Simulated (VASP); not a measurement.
# LiNbO3: relaxation of cell and atoms with PBE

The system is LiNbO3.

```
CELL_PARAMETERS angstrom
3.33122 0.00000 0.00000
-1.66561 2.88492 0.00000
0.00000 0.00000 5.87169
ATOMIC_POSITIONS crystal
Li 0.00000 0.00000 0.00000
Nb 0.00000 0.00000 0.50000
O 0.50000 0.00000 0.50000
O 0.00000 0.50000 0.50000
O 0.50000 0.50000 0.50000
```

```yaml
Program: VASP 6.6.1
Task: relaxation of cell and atoms
Functional: PBE
Potentials_or_basis: VASP PAW PBE potentials, release 64 (Li_sv, Nb_sv, O)
Cutoff: 600 eV
k_mesh: 6 × 6 × 4
Occupations: gaussian, width 0.1 eV
Spin: no spin polarisation
Dipole_correction: no
Further_INCAR_settings: ALGO = Normal; EDIFF = 1e-06; IBRION = 2; EDIFFG = -0.04; NSW = 90; ISIF = 3
```

```yaml
Relaxed_volume: 16.74 Å³/atom
Relaxed_cell: a = 4.157 Å, b = 4.157 Å, c = 5.591 Å, α = 90.00°, β = 90.00°, γ = 120.00°
Space_group_after_relaxing_to_0.05_Å: P6/mmm (No. 191)
Energy_gained_by_relaxing: 3845.9 meV/atom
Ionic_steps: 12
Pressure_after_relaxing: 0.0 GPa
Band_gap_on_the_k_mesh: zero (band 17 reaches 3.51 eV, above the bottom of band 18 at 2.79 eV)
```

Stress tensor (GPa, compression positive):
```
-0.01  0.00  0.00
 0.00 -0.01  0.00
 0.00  0.00  0.10
```

Step by step:
```tsv
step	energy change (eV)	largest force (eV/Å)	pressure (GPa)	volume (Å³)
1	0.0000	0.0000	201.23	56.43
2	29.1523	0.0000	-54.69	233.48
3	-15.3390	0.0000	-26.80	114.69
4	-18.0817	0.0000	-17.75	100.94
5	-19.1521	0.0000	2.82	86.14
6	-19.1841	0.0000	-1.59	88.43
7	-19.1838	0.0000	-0.28	87.72
8	-19.2033	0.0000	-0.03	86.60
9	-19.2264	0.0000	0.48	84.34
10	-19.2285	0.0000	0.73	83.34
11	-19.2231	0.0000	-1.64	84.53
12	-19.2296	0.0000	0.03	83.68
```

Final structure:
```
Li Nb O
1.0
     4.15720    0.00000    0.00000
    -2.07860    3.60024    0.00000
     0.00000    0.00000    5.59110
Li Nb O
1 1 3
Direct
  0.00000 0.00000 0.00000
  0.00000 0.00000 0.50000
  0.50000 0.00000 0.50000
  0.00000 0.50000 0.50000
  0.50000 0.50000 0.50000
```

Levels at points of the mesh, in eV from the Fermi level:
| k point | band 14 | band 15 | band 16 | band 17 | band 18 | band 19 | band 20 | band 21 |
| --- | --- | --- | --- | --- | --- | --- | --- | --- |
| (0.00, 0.00, 0.00) | -2.59 | -2.17 | -1.70 | -0.02 | -0.02 | 0.90 | 0.90 | 2.42 |
| (0.50, 0.00, 0.00) | -3.80 | -3.35 | -2.93 | -1.08 | 0.37 | 1.30 | 1.58 | 2.37 |
| (0.00, 0.00, 0.50) | -2.60 | -1.70 | -1.44 | -0.11 | -0.11 | 0.47 | 0.90 | 0.90 |
| (0.50, 0.00, 0.50) | -3.80 | -3.39 | -2.93 | -0.96 | 0.37 | 1.21 | 1.97 | 3.04 |

Run time: 2.8 min on 1 thread of Intel(R) Xeon(R) 6975P-C (Granite Rapids), with other jobs on the host, peak memory 0.2 GiB.

Caveat: the k points lie up to 0.29 Å⁻¹ apart in the final cell; the cutoff is under 1.25 times the usual one of these potentials, so pressure, stress and relaxed cells hold a basis-set (Pulay) error; the volume moved by over 15 % at a fixed basis, so the end points are rough.
